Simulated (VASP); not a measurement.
# TaC in VASP: single point with PBEsol

Aim: the single point of TaC with PBEsol.

Program: VASP 6.6.1. These are calculated values, not measurements. Logs are shortened: lines on timing, memory, paths and dates and some standing lists are left out, and cuts for length are marked.

**1. The cell of the first run**

The cell holds a slab with vacuum, 14 atoms: a = 3.139 Å, b = 4.440 Å, c = 24.418 Å, α = 90.00°, β = 90.00°, γ = 90.00°.

**2. Single point, PBEsol**

Input file INCAR:

```
PREC = Accurate ; ENCUT = 520
EDIFF = 1E-6 ; ISMEAR = 0
SIGMA = 0.1 ; LREAL = F
LASPH = T ; NELM = 80
ALGO = Normal ; ISIF = 2
LWAVE = F ; LCHARG = T
LDIPOL = T ; IDIPOL = 3
DIPOL = 0.5 0.5 0.500 ; GGA = PS
LELF = T ; LVHAR = T
LVACPOTAV = T ; NBANDS = 66
```

Input file KPOINTS:

```
regular mesh
0
Gamma
  11 8 1
```

Input file POSCAR:

```
TaC
1.0
    3.1393031999      0.0000000000      0.0000000000
    0.0000000000      4.4396451617      0.0000000000
    0.0000000000      0.0000000000     24.4179095998
Ta C
7 7
Direct
    0.5000000000      0.5000000000      0.3145136159
    0.0000000000      0.0000000000      0.3686499678
    0.5000000000      0.5000000000      0.4349504652
    0.0000000000      0.0000000000      0.5000000020
    0.5000000000      0.5000000000      0.5650495376
    0.0000000000      0.0000000000      0.6313500315
    0.5000000000      0.5000000000      0.6854863799
    0.5000000000      0.0000000000      0.3065541878
    0.0000000000      0.5000000000      0.3707264791
    0.5000000000      0.0000000000      0.4360258002
    0.0000000000      0.5000000000      0.5000000012
    0.5000000000      0.0000000000      0.5639742030
    0.0000000000      0.5000000000      0.6292735187
    0.5000000000      0.0000000000      0.6934458101
```

Potentials or basis: VASP PAW PBE potentials, release 64 (Ta_pv, C).

On the command line:

```sh
> cat potpaw_PBE.64/Ta_pv/POTCAR potpaw_PBE.64/C/POTCAR > POTCAR
> mpirun -np 1 vasp_std > vasp.out
```

OUTCAR:

```text
PREC = Accurate
   ENCUT = 520
   EDIFF = 1E-6
   ISMEAR = 0
   LREAL = F
   LASPH = T
   NELM = 80
   ISIF = 2
   GGA = PS

 ion  position               nearest neighbor table
   1  0.500  0.500  0.315-   9 2.09   9 2.09   8 2.23   8 2.23   3 2.94   2 3.02   2 3.02   2 3.02
                             2 3.02
   2  0.000  0.000  0.369-   8 2.18   8 2.18   9 2.22   9 2.22  10 2.27  10 2.27   1 3.02   1 3.02
                             1 3.02   1 3.02   3 3.16   3 3.16   3 3.16   3 3.16   4 3.21
   3  0.500  0.500  0.435-   9 2.22   9 2.22  10 2.22  10 2.22  11 2.23  11 2.23   1 2.94   4 3.15
                             4 3.15   4 3.15   4 3.15   2 3.16   2 3.16   2 3.16   2 3.16   5 3.18
   4  0.000  0.000  0.500-  12 2.21  12 2.21  10 2.21  10 2.21  11 2.22  11 2.22   5 3.15   5 3.15
                             5 3.15   5 3.15   3 3.15   3 3.15   3 3.15   3 3.15   6 3.21   2 3.21
   5  0.500  0.500  0.565-  13 2.22  13 2.22  12 2.22  12 2.22  11 2.23  11 2.23   7 2.94   4 3.15
                             4 3.15   4 3.15   4 3.15   6 3.16   6 3.16   6 3.16   6 3.16   3 3.18
   6  0.000  0.000  0.631-  14 2.18  14 2.18  13 2.22  13 2.22  12 2.27  12 2.27   7 3.02   7 3.02
                             7 3.02   7 3.02   5 3.16   5 3.16   5 3.16   5 3.16   4 3.21
   7  0.500  0.500  0.685-  13 2.09  13 2.09  14 2.23  14 2.23   5 2.94   6 3.02   6 3.02   6 3.02
                             6 3.02
   8  0.500  0.000  0.307-   2 2.18   2 2.18   1 2.23   1 2.23
   9  0.000  0.500  0.371-   1 2.09   1 2.09   3 2.22   3 2.22   2 2.22   2 2.22
  10  0.500  0.000  0.436-   4 2.21   4 2.21   3 2.22   3 2.22   2 2.27   2 2.27
  11  0.000  0.500  0.500-   4 2.22   4 2.22   3 2.23   3 2.23   5 2.23   5 2.23
  12  0.500  0.000  0.564-   4 2.21   4 2.21   5 2.22   5 2.22   6 2.27   6 2.27
  13  0.000  0.500  0.629-   7 2.09   7 2.09   5 2.22   5 2.22   6 2.22   6 2.22
  14  0.500  0.000  0.693-   6 2.18   6 2.18   7 2.23   7 2.23

  LATTYP: Found a simple orthorhombic cell.
 ALAT       =     3.1393031999
 B/A-ratio  =     1.4142135624
 C/A-ratio  =     7.7781303827

  Lattice vectors:

 A1 = (   3.1393031999,   0.0000000000,   0.0000000000)
 A2 = (   0.0000000000,   4.4396451617,   0.0000000000)
 A3 = (   0.0000000000,   0.0000000000,  24.4179095998)

Analysis of symmetry for initial positions (statically):
=====================================================================
 Subroutine PRICEL returns:
 Original cell was already a primitive cell.

 Routine SETGRP: Setting up the symmetry group for a
 simple orthorhombic supercell.

 Subroutine GETGRP returns: Found  8 space group operations
 (whereof  8 operations were pure point group operations)
 out of a pool of  8 trial point group operations.

The static configuration has the point symmetry D_2h.

Analysis of symmetry for dynamics (positions and initial velocities):
=====================================================================
 Subroutine PRICEL returns:
 Original cell was already a primitive cell.

 Routine SETGRP: Setting up the symmetry group for a
 simple orthorhombic supercell.

 Subroutine GETGRP returns: Found  8 space group operations
 (whereof  8 operations were pure point group operations)
 out of a pool of  8 trial point group operations.

The dynamic configuration has the point symmetry D_2h.

 Subroutine INISYM returns: Found  8 space group operations
 (whereof  8 operations are pure point group operations),
 and found     1 'primitive' translations

----------------------------------------------------------------------------------------

                                     Primitive cell

  volume of cell :     340.3220

  direct lattice vectors                    reciprocal lattice vectors
     3.139303200  0.000000000  0.000000000     0.318542026  0.000000000  0.000000000
     0.000000000  4.439645162  0.000000000     0.000000000  0.225243226  0.000000000
     0.000000000  0.000000000 24.417909600     0.000000000  0.000000000  0.040953547

  length of vectors
     3.139303200  4.439645162 24.417909600     0.318542026  0.225243226  0.040953547

  position of ions in fractional coordinates (direct lattice)
     0.500000000  0.500000000  0.314513616
     0.000000000  0.000000000  0.368649968
     0.500000000  0.500000000  0.434950465
     0.000000000  0.000000000  0.500000002
     0.500000000  0.500000000  0.565049538
     0.000000000  0.000000000  0.631350031
     0.500000000  0.500000000  0.685486380
     0.500000000  0.000000000  0.306554188
[... 51 lines left out ...]
            Coordinates               Weight
  0.000000  0.000000  0.000000      1.000000
  0.090909  0.000000  0.000000      2.000000
  0.181818  0.000000  0.000000      2.000000
  0.272727  0.000000  0.000000      2.000000
  0.363636  0.000000  0.000000      2.000000
  0.454545  0.000000  0.000000      2.000000
[... 16 lines left out ...]
  0.363636  0.375000  0.000000      4.000000
  0.454545  0.375000  0.000000      4.000000
 [... further k-points ...]
   k-points           NKPTS =     30   k-points in BZ     NKDIM =     30   number of bands    NBANDS=     66
   number of dos      NEDOS =    301   number of ions     NIONS =     14
   total plane-waves  NPLWV = 165888
   dimension x,y,z NGX =    24 NGY =   36 NGZ =  192
   dimension x,y,z NGXF=    48 NGYF=   72 NGZF=  384
   ions per type =               7   7
   NGX,Y,Z   is equivalent  to a cutoff of  12.71, 13.48, 13.07 a.u.
   NGXF,Y,Z  is equivalent  to a cutoff of  25.42, 26.96, 26.14 a.u.
 SYSTEM =  unknown system
   PREC   = accura    normal or accurate (medium, high low for compatibility)
   ISTART =      0    job   : 0-new  1-cont  2-samecut
   ICHARG =      2    charge: 1-file 2-atom 10-const
   ISPIN  =      1    spin polarized calculation?
   LNONCOLLINEAR =      F non collinear calculations
   LSORBIT =      F    spin-orbit coupling
   LASPH  =      T    aspherical Exc in radial PAW
   ENCUT  =  520.0 eV  38.22 Ry    6.18 a.u.   5.84  8.25 45.40*2*pi/ulx,y,z
   NELM   =     80;   NELMIN=  2; NELMDL= -5     # of ELM steps
   EDIFF  = 0.1E-05   stopping-criterion for ELM
   LREAL  =      F    real-space projection
   EDIFFG = 0.1E-04   stopping-criterion for IOM
   NSW    =      0    number of steps for IOM
   IBRION =     -1    ionic relax: 0-MD 1-quasi-New 2-CG
   NFREE  =      0    steps in history (QN), initial steepest desc. (CG)
   ISIF   =      2    stress and relaxation
   ISYM   =      2    0-nonsym 1-usesym 2-fastsym
   POTIM  = 0.5000    time-step for ionic-motion
   TEBEG  =    0.0;   TEEND  =   0.0 temperature during run
   PSTRESS=    0.0 pullay stress
   NELECT =     105.0000    total number of electrons
   NUPDOWN=      -1.0000    fix difference up-down
   EMIN   =  10.00;   EMAX   =-10.00  energy-range for DOS
   EFERMI =   0.00;   METHOD = LEGACY
   ISMEAR =     0;   SIGMA  =   0.10  broadening in eV -4-tet -1-fermi 0-gaus
   EFERMI_NEDOS =   21; number of points for ismear=-14 and -15
   IALGO  =     38    algorithm
   IMIX   =      4    mixing-type and parameters
     AMIX     =   0.40;   BMIX     =  1.00
     AMIX_MAG =   1.60;   BMIX_MAG =  1.00
  volume/ion in A,a.u.               =      24.31       164.04
  Fermi-wavevector in a.u.,A,eV,Ry     =   1.106219  2.090452 16.649739  1.223721
  Thomas-Fermi vector in A             =   2.242717
   LORBIT       =      0    0 simple, 1 ext, 2 COOP (PROOUT), +10 PAW based schemes
   GGA     = PS    functional components
   LHFCALC =     F    Hartree Fock is set to
   AEXX    =    0.0000 exact exchange contribution
   IVDW    =     0    specifies the selected vdW correction
   LEPSILON=     F    determine dielectric tensor
   LRPA    =     F    only Hartree local field effects (RPA)
 non-spin polarized calculation
 Gauss-broadening in eV      SIGMA  =   0.10
  energy-cutoff  :      520.00
  volume of cell :      340.32
 maximum number of plane-waves:      9213
 NGX is ok and might be reduce to    24
   NGX = 11   NGY = 17   NGZ = 91

 dipolmoment           0.000000      0.000000     -0.000000 electrons x Angstroem

 number of electron     105.0000005 magnetization

 dipolmoment           0.000000      0.000000      0.000000 electrons x Angstroem

 Free energy of the ion-electron system (eV)
  ---------------------------------------------------
  ext. energy  EPLUGINS =         0.00000000
  ---------------------------------------------------
  free energy    TOTEN  =      -158.43392825 eV

  energy without entropy =     -158.41688446  energy(sigma->0) =     -158.42540635

 E-fermi :   1.3323     XC(G=0):  -6.8346

 val. band max:        1.3302524919   @ k =   0.0909   0.1250   0.0000
 cond. band min:       1.3872561665   @ k =   0.3636   0.2500   0.0000
 fundamental gap:      0.0570036745
 Fermi energy:         1.3323425441

 k-point     1 :       0.0000    0.0000    0.0000
  band No.  band energies     occupation
      1     -34.1437      2.00000
      2     -33.9938      2.00000
      3     -33.9863      2.00000
      4     -33.9514      2.00000
      5     -33.8181      2.00000
      6     -33.8115      2.00000
[... 1597 lines left out ...]
     63       4.6188      0.00000
     64       4.7262      0.00000

 [... further k-points ...]

 [bands above 64 left out]

------------------------ aborting loop because EDIFF is reached ----------------------------------------

  FORCE on cell =-STRESS in cart. coord.  units (eV):
  Direction    XX          YY          ZZ          XY          YZ          ZX
  --------------------------------------------------------------------------------------
  -------------------------------------------------------------------------------------
  Total        3.9918489    -11.5923569      0.6278436     -0.0000000      0.0000000      0.0000000
  in kB       18.7929376    -54.5748213      2.9557797     -0.0000000      0.0000000      0.0000000
  external PRESSURE =     -10.9420347 kB  Pullay stress =       0.0000000 kB

 VOLUME and BASIS-vectors are now :
 -----------------------------------------------------------------------------
  energy-cutoff  :      520.00
  volume of cell :      340.32
      direct lattice vectors                 reciprocal lattice vectors
     3.139303200  0.000000000  0.000000000     0.318542026  0.000000000  0.000000000
     0.000000000  4.439645162  0.000000000     0.000000000  0.225243226  0.000000000
     0.000000000  0.000000000 24.417909600     0.000000000  0.000000000  0.040953547

 POSITION                                       TOTAL-FORCE (eV/Angst)
 -----------------------------------------------------------------------------------
      1.56965      2.21982      7.67977         0.000000     -0.000000     -0.043462
      0.00000      0.00000      9.00166        -0.000000     -0.000000      0.001912
      1.56965      2.21982     10.62058         0.000000     -0.000000     -0.001587
      0.00000      0.00000     12.20895         0.000000     -0.000000      0.000000
      1.56965      2.21982     13.79733         0.000000      0.000000      0.001587
      0.00000      0.00000     15.41625         0.000000     -0.000000     -0.001912
      1.56965      2.21982     16.73814         0.000000     -0.000000      0.043462
      1.56965      0.00000      7.48541         0.000000     -0.000000     -0.037258
      0.00000      2.21982      9.05237        -0.000000     -0.000000      0.007030
      1.56965      0.00000     10.64684         0.000000     -0.000000      0.000334
      0.00000      2.21982     12.20895         0.000000     -0.000000      0.000000
      1.56965      0.00000     13.77107         0.000000     -0.000000     -0.000334
      0.00000      2.21982     15.36554         0.000000     -0.000000     -0.007030
      1.56965      0.00000     16.93250         0.000000     -0.000000      0.037258
 -----------------------------------------------------------------------------------
    total drift:                                0.000000      0.000000     -0.000005

  FREE ENERGIE OF THE ION-ELECTRON SYSTEM (eV)
  ---------------------------------------------------
  free  energy   TOTEN  =      -158.4339282509 eV

  energy  without entropy=     -158.4168844587  energy(sigma->0) =     -158.42540635

 vacuum level on the upper side and lower side of the slab         5.505         5.505
```

Wall time 12 min (1 thread of Intel Xeon 6975P-C (Granite Rapids), shared host); peak memory 0.7 GiB.

What came out:

```yaml
Free_energy: -158.4339 eV
Largest_force: 0.043 eV/Å
Band_gap_on_the_k_mesh: zero (an odd number of electrons rules out a gap without spin polarisation)
```

Forces in eV/Å, atoms in the order of the input:
```
Ta   0.000  0.000 -0.043
Ta   0.000  0.000  0.002
Ta   0.000  0.000 -0.002
Ta   0.000  0.000  0.000
Ta   0.000  0.000  0.002
Ta   0.000  0.000 -0.002
Ta   0.000  0.000  0.043
C    0.000  0.000 -0.037
C    0.000  0.000  0.007
C    0.000  0.000  0.000
C    0.000  0.000  0.000
C    0.000  0.000  0.000
C    0.000  0.000 -0.007
C    0.000  0.000  0.037
```

Caveat: the PAW data sets were made with another functional, which shifts forces and pressure a little; spin-orbit coupling is left out, which moves the levels of the heavy elements.

The gap in the log of VASP goes by the Fermi energy; the results here count the filled bands.